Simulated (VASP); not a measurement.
A run of VASP 6.6.1 is set up as follows.

The input POSCAR:

```
C
1.0
    1.3954940286     -4.4267937464      0.0000000000
    1.3954940286      4.4267937464      0.0000000000
    0.0000000000      0.0000000000      3.6932107827
C
4
Direct
    0.0980000000      0.9020000000      0.9100000000
    0.5980000000      0.4020000000      0.5900000000
    0.9020000000      0.0980000000      0.0900000000
    0.4020000000      0.5980000000      0.4100000000
```

Contents of INCAR.step1:

```
PREC = Accurate ; ENCUT = 600
ISMEAR = 0 ; SIGMA = 0.1
LREAL = False ; LASPH = True
NELM = 100 ; GGA = PE
ALGO = Normal ; EDIFF = 1E-4
LWAVE = True ; LCHARG = False
```

File INCAR.step2:

```
PREC = Accurate ; ENCUT = 600
EDIFF = 1E-6 ; ISMEAR = 0
SIGMA = 0.1 ; LREAL = False
LASPH = True ; NELM = 100
ALGO = Normal ; ISIF = 3
LWAVE = False ; LCHARG = False
METAGGA = R2SCAN ; LMIXTAU = True
IBRION = 2 ; NSW = 90
EDIFFG = -0.04 ; ISTART = 1
```

File KPOINTS:

```
regular mesh
0
Gamma
  6 6 6
```

Potentials or basis: VASP PAW PBE potentials, release 64 (C).

Command:

```bash
$ cat potpaw_PBE.64/C/POTCAR > POTCAR
$ cp INCAR.step1 INCAR
$ mpirun -np 1 vasp_std > vasp.out
$ cp INCAR.step2 INCAR
$ mpirun -np 1 vasp_std > vasp.out
```

**Question.** Predict the relaxed cell.

**Answer.** a = 3.672 Å, b = 3.672 Å, c = 4.256 Å, α = 90.00°, β = 90.00°, γ = 140.91°.

**Question.** Predict the space group after relaxing (to 0.05 Å).

**Answer.** Fmmm (No. 69).

**Question.** What does it give for the band gap on the k mesh?

**Answer.** 0.20 eV, indirect (least direct gap 0.39 eV).

Stress tensor (GPa, compression positive):
```
0.21 0.00 0.00
0.00 0.06 0.00
0.00 0.00 0.12
```

Caveat: the PAW data sets were made with another functional, which shifts forces and pressure a little. A k mesh can miss the band edges.
